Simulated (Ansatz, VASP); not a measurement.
# CoO: VASP beside Ansatz

The input POSCAR:

```
CoO
1.0
    1.6022198400      0.9250420600      5.1329417800
   -1.6022198400      0.9250420600      5.1329417800
    0.0000000000     -1.8500841100      5.1329417800
Co O
2 2
Direct
    0.9994877300      0.9994877300      0.9994877300
    0.4994905900      0.4994905900      0.4994905900
    0.3754955300      0.3754955300      0.3754955300
    0.8755255000      0.8755255000      0.8755255000
```

Contents of INCAR.step1:

```
SYSTEM = CoO
ALGO = Normal
EDIFF = 1E-5
ENCUT = 660
GGA = PE
GGA_COMPAT = .FALSE.
ISMEAR = 1
ISPIN = 2
LASPH = .TRUE.
LCHARG = .FALSE.
LMAXMIX = 4
LREAL = .FALSE.
LWAVE = .TRUE.
MAGMOM = 1.8 1.8 0 0
NBANDS = 27
NELM = 200
PREC = Accurate
SIGMA = 0.1
```

File INCAR.step2:

```
SYSTEM = CoO
ALGO = Normal
EDIFF = 1E-6
ENCUT = 660
GGA_COMPAT = .FALSE.
ISIF = 2
ISMEAR = 1
ISPIN = 2
ISTART = 1
LASPH = .TRUE.
LCHARG = .TRUE.
LELF = .TRUE.
LMAXMIX = 4
LMIXTAU = .TRUE.
LORBIT = 11
LREAL = .FALSE.
LVHAR = .TRUE.
LWAVE = .FALSE.
MAGMOM = 1.8 1.8 0 0
METAGGA = R2SCAN
NBANDS = 27
NELM = 200
PREC = Accurate
SIGMA = 0.1
```

The input KPOINTS:

```
k-points
0
G
  8 8 8
  0 0 0
```

Input for Ansatz:

```yaml
crystal:
  lattice:
    - [1.60221984, 0.92504206, 5.13294178]
    - [-1.60221984, 0.92504206, 5.13294178]
    - [0.0, -1.85008411, 5.13294178]
  atoms:
    - { symbol: Co, position: [0.99948773, 0.99948773, 0.9994877300000001] }
    - { symbol: Co, position: [0.49949059, 0.49949058999999996, 0.49949059] }
    - { symbol: O, position: [0.37549553, 0.37549553, 0.37549552999999997] }
    - { symbol: O, position: [0.8755255, 0.8755255000000001, 0.8755255000000001] }
basis:
  ecutwfc: 503.410645550778
kpoints:
  mp_grid:
    grid: [8, 8, 8]
hamiltonian:
  xc: r2scan
  hubbard:
    - { species: Co, l: d, u_eff: 0.0 }
magnetization:
  spin_polarized: true
  per_species:
    Co: 1.8
scf:
  occupations:
    method: methfessel_paxton
    width: 0.1
output:
  eigenvalues: true
```

Alike in both runs: task single point; functional r2SCAN; k mesh 8 × 8 × 8; occupations methfessel-paxton of order 1, width 0.1 eV; collinear spin.

|  | VASP | Ansatz |
| --- | --- | --- |
| version | VASP 6.6.1 | Ansatz 0.2.0 |
| potentials or method | VASP PAW PBE potentials, release 64 (Co, O), cutoff 660 eV | plane waves, PAW |
| valence electrons in the cell | 30 | 46 |

Ansatz gave:

* net moment per atom (μB): 0.00
* size of the moment on the site where the two differ most (μB): 2.28

Question: What did VASP give for the same quantities?

Answer: net moment per atom (μB): 1.50; size of the moment on the site where the two differ most (μB): 2.62.

The net moments are unlike, so the other rows may belong to different states. VASP's potentials were made for PBE, not for r2SCAN. Site moments also hang on the region over which each program counts them. VASP's potentials hold 30 valence electrons a cell and Ansatz's 46, so a difference there can come from the potentials and not from the codes. Ansatz's warnings: seeded moment not kept, stability check not made.
